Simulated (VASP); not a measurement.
# La2O3 (P-3m1) in VASP: notebook

The runs below take La2O3 through single point, relaxation of cell and atoms, with LDA.

Everything below comes from runs of VASP 6.6.1. Logs are shortened: lines on timing, memory, paths and dates and some standing lists are left out, and cuts for length are marked.

## (1) The cell of the first run

The structure is trigonal, space group P-3m1 (No. 164). Conventional cell: a = 3.883 Å, b = 3.883 Å, c = 5.952 Å, α = 90.00°, β = 90.00°, γ = 120.00°. Within 3.1 Å of La (site symmetry 3m) lie 7 O at 2.33 to 2.67 Å. Within 3.1 Å of O (site symmetry 3m) lie 4 La at 2.33 to 2.40 Å and 6 O at 2.84 to 3.07 Å. O (site symmetry -3m) has 6 La at 2.67 Å and 6 O at 3.07 Å within 3.5 Å.

## (2) Single point, LDA

Input file INCAR:

```
PREC = Accurate
ENCUT = 520
EDIFF = 1E-6
ISMEAR = 0
SIGMA = 0.02
LREAL = F
LASPH = T
NELM = 100
ALGO = Normal
ISIF = 2
LWAVE = F
LCHARG = F
GGA = CA
NBANDS = 28
```

Input file KPOINTS:

```
regular mesh
0
Gamma
  6 6 4
```

Input file POSCAR:

```
La2O3
1.0
    3.8826898819      0.0000000000      0.0000000000
   -1.9413449409      3.3625080727      0.0000000000
    0.0000000000      0.0000000000      5.9515689311
La O
2 3
Direct
    0.6666666667      0.3333333333      0.7560149461
    0.3333333333      0.6666666667      0.2439850539
    0.6666666667      0.3333333333      0.3534560055
    0.3333333333      0.6666666667      0.6465439945
    0.0000000000      0.0000000000      0.0000000000
```

Potentials or basis: VASP PAW LDA potentials, release 64 (La, O).

Run with:

```bash
cat potpaw_LDA.64/La/POTCAR potpaw_LDA.64/O/POTCAR > POTCAR
mpirun -np 1 vasp_std > vasp.out
```

OUTCAR:

```text
PREC = Accurate
   ENCUT = 520
   EDIFF = 1E-6
   ISMEAR = 0
   LREAL = F
   LASPH = T
   NELM = 100
   ISIF = 2
   GGA = CA

 ion  position               nearest neighbor table
   1  0.667  0.333  0.756-   4 2.33   4 2.33   4 2.33   3 2.40   5 2.67   5 2.67   5 2.67   2 3.67
                             2 3.67   2 3.67
   2  0.333  0.667  0.244-   3 2.33   3 2.33   3 2.33   4 2.40   5 2.67   5 2.67   5 2.67   1 3.67
                             1 3.67   1 3.67
   3  0.667  0.333  0.353-   2 2.33   2 2.33   2 2.33   1 2.40
   4  0.333  0.667  0.647-   1 2.33   1 2.33   1 2.33   2 2.40
   5  0.000  0.000  0.000-   1 2.67   2 2.67   2 2.67   1 2.67   1 2.67   2 2.67

  LATTYP: Found a hexagonal cell.
 ALAT       =     3.8826898819
 C/A-ratio  =     1.5328468438

  Lattice vectors:

 A1 = (   3.8826898819,   0.0000000000,   0.0000000000)
 A2 = (  -1.9413449409,   3.3625080727,   0.0000000000)
 A3 = (   0.0000000000,   0.0000000000,   5.9515689311)

Analysis of symmetry for initial positions (statically):
=====================================================================
 Subroutine PRICEL returns:
 Original cell was already a primitive cell.

 Routine SETGRP: Setting up the symmetry group for a
 hexagonal supercell.

 Subroutine GETGRP returns: Found 12 space group operations
 (whereof 12 operations were pure point group operations)
 out of a pool of 24 trial point group operations.

The static configuration has the point symmetry D_3d.

Analysis of symmetry for dynamics (positions and initial velocities):
=====================================================================
 Subroutine PRICEL returns:
 Original cell was already a primitive cell.

 Routine SETGRP: Setting up the symmetry group for a
 hexagonal supercell.

 Subroutine GETGRP returns: Found 12 space group operations
 (whereof 12 operations were pure point group operations)
 out of a pool of 24 trial point group operations.

The dynamic configuration has the point symmetry D_3d.

 Subroutine INISYM returns: Found 12 space group operations
 (whereof 12 operations are pure point group operations),
 and found     1 'primitive' translations

----------------------------------------------------------------------------------------

                                     Primitive cell

  volume of cell :      77.7012

  direct lattice vectors                    reciprocal lattice vectors
     3.882689882  0.000000000  0.000000000     0.257553405  0.148698528  0.000000000
    -1.941344941  3.362508073  0.000000000     0.000000000  0.297397056  0.000000000
     0.000000000  0.000000000  5.951568931     0.000000000  0.000000000  0.168022922

  length of vectors
     3.882689882  3.882689882  5.951568931     0.297397056  0.297397056  0.168022922

  position of ions in fractional coordinates (direct lattice)
     0.666666667  0.333333333  0.756014946
     0.333333333  0.666666667  0.243985054
     0.666666667  0.333333333  0.353456005
     0.333333333  0.666666667  0.646543994
     0.000000000  0.000000000  0.000000000

  ion indices of the primitive-cell ions
   primitive index   ion index
                 1           1
                 2           2
                 3           3
                 4           4
                 5           5

----------------------------------------------------------------------------------------

 KPOINTS: regular mesh

Automatic generation of k-mesh.
 Grid dimensions read from file:
 generate k-points for:    6    6    4

 Generating k-lattice:

  Cartesian coordinates                     Fractional coordinates (reciprocal lattice)
     0.042925568  0.024783088  0.000000000     0.166666667 -0.000000000  0.000000000
     0.000000000  0.049566176  0.000000000     0.000000000  0.166666667  0.000000000
     0.000000000  0.000000000  0.042005730     0.000000000  0.000000000  0.250000000

  Length of vectors
     0.049566176  0.049566176  0.042005730

  Shift w.r.t. Gamma in fractional coordinates (k-lattice)
     0.000000000  0.000000000  0.000000000

 Subroutine IBZKPT returns following result:
 ===========================================

 Found     24 irreducible k-points:

 Following reciprocal coordinates:
            Coordinates               Weight
  0.000000  0.000000  0.000000      1.000000
  0.166667 -0.000000  0.000000      6.000000
  0.333333 -0.000000  0.000000      6.000000
  0.500000 -0.000000  0.000000      3.000000
  0.166667  0.166667  0.000000      6.000000
  0.333333  0.166667  0.000000     12.000000
[... 16 lines left out ...]
  0.333333  0.166667  0.500000     12.000000
  0.333333  0.333333  0.500000      2.000000
   k-points           NKPTS =     24   k-points in BZ     NKDIM =     24   number of bands    NBANDS=     28
   number of dos      NEDOS =    301   number of ions     NIONS =      5
   total plane-waves  NPLWV =  43200
   dimension x,y,z NGX =    30 NGY =   30 NGZ =   48
   dimension x,y,z NGXF=    60 NGYF=   60 NGZF=   96
   ions per type =               2   3
   NGX,Y,Z   is equivalent  to a cutoff of  12.85, 12.85, 13.41 a.u.
   NGXF,Y,Z  is equivalent  to a cutoff of  25.69, 25.69, 26.82 a.u.
 SYSTEM =  unknown system
   PREC   = accura    normal or accurate (medium, high low for compatibility)
   ISTART =      0    job   : 0-new  1-cont  2-samecut
   ICHARG =      2    charge: 1-file 2-atom 10-const
   ISPIN  =      1    spin polarized calculation?
   LNONCOLLINEAR =      F non collinear calculations
   LSORBIT =      F    spin-orbit coupling
   LASPH  =      T    aspherical Exc in radial PAW
   ENCUT  =  520.0 eV  38.22 Ry    6.18 a.u.   7.22  7.22 11.07*2*pi/ulx,y,z
   NELM   =    100;   NELMIN=  2; NELMDL= -5     # of ELM steps
   EDIFF  = 0.1E-05   stopping-criterion for ELM
   LREAL  =      F    real-space projection
   EDIFFG = 0.1E-04   stopping-criterion for IOM
   NSW    =      0    number of steps for IOM
   IBRION =     -1    ionic relax: 0-MD 1-quasi-New 2-CG
   NFREE  =      0    steps in history (QN), initial steepest desc. (CG)
   ISIF   =      2    stress and relaxation
   ISYM   =      2    0-nonsym 1-usesym 2-fastsym
   POTIM  = 0.5000    time-step for ionic-motion
   TEBEG  =    0.0;   TEEND  =   0.0 temperature during run
   PSTRESS=    0.0 pullay stress
   NELECT =      40.0000    total number of electrons
   NUPDOWN=      -1.0000    fix difference up-down
   EMIN   =  10.00;   EMAX   =-10.00  energy-range for DOS
   EFERMI =   0.00;   METHOD = LEGACY
   ISMEAR =     0;   SIGMA  =   0.02  broadening in eV -4-tet -1-fermi 0-gaus
   EFERMI_NEDOS =   21; number of points for ismear=-14 and -15
   IALGO  =     38    algorithm
   IMIX   =      4    mixing-type and parameters
     AMIX     =   0.40;   BMIX     =  1.00
     AMIX_MAG =   1.60;   BMIX_MAG =  1.00
  volume/ion in A,a.u.               =      15.54       104.87
  Fermi-wavevector in a.u.,A,eV,Ry     =   1.312056  2.479426 23.422301  1.721491
  Thomas-Fermi vector in A             =   2.442475
   LORBIT       =      0    0 simple, 1 ext, 2 COOP (PROOUT), +10 PAW based schemes
   GGA     = CA    functional components
   LHFCALC =     F    Hartree Fock is set to
   AEXX    =    0.0000 exact exchange contribution
   IVDW    =     0    specifies the selected vdW correction
   LEPSILON=     F    determine dielectric tensor
   LRPA    =     F    only Hartree local field effects (RPA)
 non-spin polarized calculation
 Gauss-broadening in eV      SIGMA  =   0.02
  energy-cutoff  :      520.00
  volume of cell :       77.70
 maximum number of plane-waves:      2134
 NGX is ok and might be reduce to    30
   NGX = 15   NGY = 15   NGZ = 23

 number of electron      39.9999991 magnetization

 Free energy of the ion-electron system (eV)
  ---------------------------------------------------
  ext. energy  EPLUGINS =         0.00000000
  ---------------------------------------------------
  free energy    TOTEN  =       -45.89760885 eV

  energy without entropy =      -45.89760885  energy(sigma->0) =      -45.89760885

 E-fermi :   6.3746     XC(G=0): -11.1860

 val. band max:        6.2026148602   @ k =   0.5000  -0.0000   0.5000
 cond. band min:       9.9353848504   @ k =   0.3333   0.3333   0.0000
 fundamental gap:      3.7327699902
 Fermi energy:         6.3745738873

 k-point     1 :       0.0000    0.0000    0.0000
  band No.  band energies     occupation
      1     -23.3120      2.00000
      2     -22.9807      2.00000
      3     -10.7207      2.00000
      4      -9.2755      2.00000
      5      -8.8522      2.00000
      6      -6.8088      2.00000
[... 20 lines left out ...]
     27      11.6698      0.00000
     28      11.9487      0.00000

 k-point     2 :       0.1667   -0.0000    0.0000
  band No.  band energies     occupation
      1     -23.2535      2.00000
      2     -22.9596      2.00000
      3     -10.6997      2.00000
      4      -9.8062      2.00000
      5      -9.2412      2.00000
      6      -6.9387      2.00000
[... 20 lines left out ...]
     27      11.8134      0.00000
     28      11.9034      0.00000

 k-point     3 :       0.3333   -0.0000    0.0000
  band No.  band energies     occupation
      1     -23.1214      2.00000
      2     -22.9283      2.00000
      3     -10.8694      2.00000
      4     -10.6248      2.00000
      5      -9.3306      2.00000
      6      -7.1603      2.00000
[... 20 lines left out ...]
     27      11.7400      0.00000
     28      11.7573      0.00000

 k-point     4 :       0.5000   -0.0000    0.0000
  band No.  band energies     occupation
      1     -23.0365      2.00000
      2     -22.9295      2.00000
      3     -11.0122      2.00000
      4     -10.9931      2.00000
      5      -9.0886      2.00000
      6      -7.5649      2.00000
[... 578 lines left out ...]
     27      11.6932      0.00000
     28      11.8402      0.00000

 k-point    23 :       0.3333    0.1667    0.5000
  band No.  band energies     occupation
      1     -22.9878      2.00000
      2     -22.9774      2.00000
      3     -11.1656      2.00000
      4     -10.9457      2.00000
      5      -9.2167      2.00000
      6      -7.2586      2.00000
[... 20 lines left out ...]
     27      11.6937      0.00000
     28      11.7304      0.00000

 k-point    24 :       0.3333    0.3333    0.5000
  band No.  band energies     occupation
      1     -22.9609      2.00000
      2     -22.9609      2.00000
      3     -11.1021      2.00000
      4     -11.1021      2.00000
      5      -9.5346      2.00000
      6      -7.4968      2.00000
[... 20 lines left out ...]
     27      11.6892      0.00000
     28      11.7163      0.00000

------------------------ aborting loop because EDIFF is reached ----------------------------------------

  FORCE on cell =-STRESS in cart. coord.  units (eV):
  Direction    XX          YY          ZZ          XY          YZ          ZX
  --------------------------------------------------------------------------------------
  -------------------------------------------------------------------------------------
  Total       -0.0113038     -0.0113038     -0.0266099     -0.0000000     -0.0000000      0.0000000
  in kB       -0.2330808     -0.2330808     -0.5486895     -0.0000000     -0.0000000      0.0000000
  external PRESSURE =      -0.3382837 kB  Pullay stress =       0.0000000 kB

 VOLUME and BASIS-vectors are now :
 -----------------------------------------------------------------------------
  energy-cutoff  :      520.00
  volume of cell :       77.70
      direct lattice vectors                 reciprocal lattice vectors
     3.882689882  0.000000000  0.000000000     0.257553405  0.148698528  0.000000000
    -1.941344941  3.362508073  0.000000000     0.000000000  0.297397056  0.000000000
     0.000000000  0.000000000  5.951568931     0.000000000  0.000000000  0.168022922

 POSITION                                       TOTAL-FORCE (eV/Angst)
 -----------------------------------------------------------------------------------
      1.94134      1.12084      4.49948        -0.000000      0.000000      0.010574
     -0.00000      2.24167      1.45209        -0.000000     -0.000000     -0.010574
      1.94134      1.12084      2.10362         0.000000      0.000000     -0.001468
     -0.00000      2.24167      3.84795        -0.000000     -0.000000      0.001468
      0.00000      0.00000      0.00000         0.000000      0.000000      0.000000
 -----------------------------------------------------------------------------------
    total drift:                               -0.000000      0.000000      0.000000

  FREE ENERGIE OF THE ION-ELECTRON SYSTEM (eV)
  ---------------------------------------------------
  free  energy   TOTEN  =       -45.8976088518 eV

  energy  without entropy=      -45.8976088518  energy(sigma->0) =      -45.89760885
```

It took 81 s on 1 thread of Intel Xeon Platinum 8375C at 2.90GHz (Ice Lake), shared host; peak memory 0.2 GiB.

What came out:

```yaml
Free_energy: -45.8976 eV
Pressure: 0.0 GPa
Largest_force: 0.011 eV/Å
Band_gap_on_the_k_mesh: 3.73 eV, indirect (least direct gap 3.80 eV)
```

Forces on the atoms (eV/Å):
```
La   0.000  0.000  0.011
La   0.000  0.000 -0.011
O    0.000  0.000 -0.001
O    0.000  0.000  0.001
O    0.000  0.000  0.000
```

Caveat: spin-orbit coupling is left out, which moves the levels of the heavy elements.

## (3) Single point, LDA

Input file INCAR:

```
SYSTEM = La2O3
ALGO = Normal
EDIFF = 1E-7
ENCUT = 520
GGA = CA
ISIF = 2
ISMEAR = 0
LASPH = .True.
LCHARG = .True.
LELF = .True.
LREAL = .False.
LVHAR = .True.
LWAVE = .False.
NBANDS = 28
NELM = 100
PREC = Accurate
SIGMA = 0.02
```

Input file KPOINTS:

```
k-points
0
Gamma
  6 6 4
  0 0 0
```

Input file POSCAR:

```
La2O3
1.0
    3.8826895538      0.0000000000      0.0000000000
   -1.9413447769      3.3625077886      0.0000000000
    0.0000000000      0.0000000000      5.9515719848
La O
2 3
Direct
    0.6666666667      0.3333333333      0.7560147564
    0.3333333333      0.6666666667      0.2439852436
    0.6666666667      0.3333333333      0.3534560449
    0.3333333333      0.6666666667      0.6465439551
    0.0000000000      0.0000000000      0.0000000000
```

Potentials or basis: VASP PAW LDA potentials, release 64 (La, O).

Run with:

```bash
cat potpaw_LDA.64/La/POTCAR potpaw_LDA.64/O/POTCAR > POTCAR
mpirun -np 1 vasp_std > vasp.out
```

Wall time 88 s (1 thread of Intel Xeon Platinum 8375C at 2.90GHz (Ice Lake), shared host); peak memory 0.2 GiB.

Results (log left out):

| Property | Result |
| --- | --- |
| Free energy | -45.8976 eV |
| Pressure | 0.0 GPa |
| Largest force | 0.010 eV/Å |
| Band gap on the k mesh | 3.73 eV, indirect (least direct gap 3.80 eV) |

Forces on the atoms (eV/Å):
```
La   0.000  0.000  0.010
La   0.000  0.000 -0.010
O    0.000  0.000 -0.001
O    0.000  0.000  0.001
O    0.000  0.000  0.000
```

Levels at points of the mesh, in eV from the valence-band top:
| k point | band 16 | band 17 | band 18 | band 19 | band 20 | band 21 | band 22 | band 23 | band 24 | band 25 |
| --- | --- | --- | --- | --- | --- | --- | --- | --- | --- | --- |
| (0.00, 0.00, 0.00) | -2.15 | -1.84 | -0.49 | -0.49 | -0.20 | 4.27 | 4.49 | 4.49 | 5.35 | 5.47 |
| (0.50, 0.00, 0.00) | -0.78 | -0.77 | -0.68 | -0.42 | -0.34 | 3.78 | 4.70 | 5.24 | 5.26 | 5.33 |
| (0.00, 0.00, 0.50) | -2.04 | -1.12 | -0.93 | -0.35 | -0.35 | 4.67 | 4.67 | 4.67 | 5.07 | 5.47 |
| (0.50, 0.00, 0.50) | -1.03 | -0.97 | -0.82 | -0.38 | 0.00 | 4.42 | 4.60 | 5.10 | 5.26 | 5.36 |

Caveat: spin-orbit coupling is left out, which moves the levels of the heavy elements.

## (4) Relaxation of cell and atoms, LDA

This run uses another cell than the first one, of 16.36 Å³/atom, 1.053 times its volume.

Input file INCAR:

```
PREC = Accurate
ENCUT = 600
EDIFF = 1E-6
ISMEAR = 0
SIGMA = 0.02
LREAL = F
LASPH = T
NELM = 80
ALGO = Normal
ISIF = 3
LWAVE = F
LCHARG = F
GGA = CA
IBRION = 2
NSW = 100
EDIFFG = -0.005
```

Input file KPOINTS:

```
regular mesh
0
Gamma
  6 6 4
```

Input file POSCAR:

```
La2O3
1.0
    3.9307778800      0.0000000000      0.0000000000
   -1.9653889400      3.4041535000      0.0000000000
    0.0000000000      0.0000000000      6.1119535200
La O
2 3
Direct
    0.6666666700      0.3333333300      0.7537643200
    0.3333333300      0.6666666700      0.2462356800
    0.6666666700      0.3333333300      0.3541093500
    0.3333333300      0.6666666700      0.6458906500
    0.0000000000      0.0000000000      0.0000000000
```

Run with:

```bash
cat potpaw_LDA.64/La/POTCAR potpaw_LDA.64/O/POTCAR > POTCAR
mpirun -np 1 vasp_std > vasp.out
```

Run time: 6.9 min. Hardware: 1 thread of Intel Xeon Platinum 8375C at 2.90GHz (Ice Lake), shared host; peak memory 0.22 GiB.

The run converged. Its results:

```yaml
Free_energy: -45.9123 eV
Relaxed_volume: 15.51 Å³/atom
Relaxed_cell: a = 3.881 Å, b = 3.881 Å, c = 5.943 Å, α = 90.00°, β = 90.00°, γ = 120.00°
Space_group_after_relaxing_to_0.05_Å: P-3m1 (No. 164)
Energy_gained_by_relaxing: 17.1 meV/atom
Ionic_steps: 12
Pressure_after_relaxing: 0.0 GPa
Largest_force_after_relaxing: 0.005 eV/Å
Band_gap_on_the_k_mesh: 3.74 eV, indirect (least direct gap 3.80 eV)
```

Forces in eV/Å, atoms in the order of the input:
```
La   0.000  0.000 -0.003
La   0.000  0.000  0.003
O    0.000  0.000 -0.005
O    0.000  0.000  0.005
O    0.000  0.000  0.000
```

The path:
```tsv
step	energy change (eV)	largest force (eV/Å)	pressure (GPa)	volume (Å³)
1	0.0000	0.1616	-6.50	81.78
2	0.0316	0.8522	8.90	74.18
3	-0.0777	0.2706	-0.20	78.18
4	-0.0777	0.2800	-0.06	78.11
5	-0.0834	0.0457	0.04	77.78
6	-0.0837	0.0440	0.08	77.67
7	-0.0847	0.0493	-0.10	77.70
8	-0.0850	0.0538	-0.23	77.73
9	-0.0852	0.0519	0.28	77.46
10	-0.0853	0.0366	0.11	77.54
11	-0.0855	0.0120	0.04	77.54
12	-0.0855	0.0046	0.02	77.55
```

Final structure:
```
CELL_PARAMETERS angstrom
3.88148 0.00000 0.00000
-1.94074 3.36146 0.00000
0.00000 0.00000 5.94338
ATOMIC_POSITIONS crystal
La 0.66667 0.33333 0.75626
La 0.33333 0.66667 0.24374
O 0.66667 0.33333 0.35335
O 0.33333 0.66667 0.64665
O 0.00000 0.00000 0.00000
```

Levels at points of the mesh, in eV from the valence-band top:
| k point | band 16 | band 17 | band 18 | band 19 | band 20 | band 21 | band 22 | band 23 | band 24 |
| --- | --- | --- | --- | --- | --- | --- | --- | --- | --- |
| (0.00, 0.00, 0.00) | -2.15 | -1.85 | -0.49 | -0.49 | -0.21 | 4.28 | 4.49 | 4.49 | 5.37 |
| (0.50, 0.00, 0.00) | -0.78 | -0.77 | -0.68 | -0.42 | -0.34 | 3.78 | 4.71 | 5.25 | 5.26 |
| (0.00, 0.00, 0.50) | -2.04 | -1.12 | -0.94 | -0.36 | -0.36 | 4.67 | 4.67 | 4.68 | 5.09 |
| (0.50, 0.00, 0.50) | -1.03 | -0.97 | -0.82 | -0.38 | 0.00 | 4.42 | 4.61 | 5.10 | 5.27 |

Caveat: spin-orbit coupling is left out, which moves the levels of the heavy elements. As with any semilocal functional, this LDA gap is likely too small.
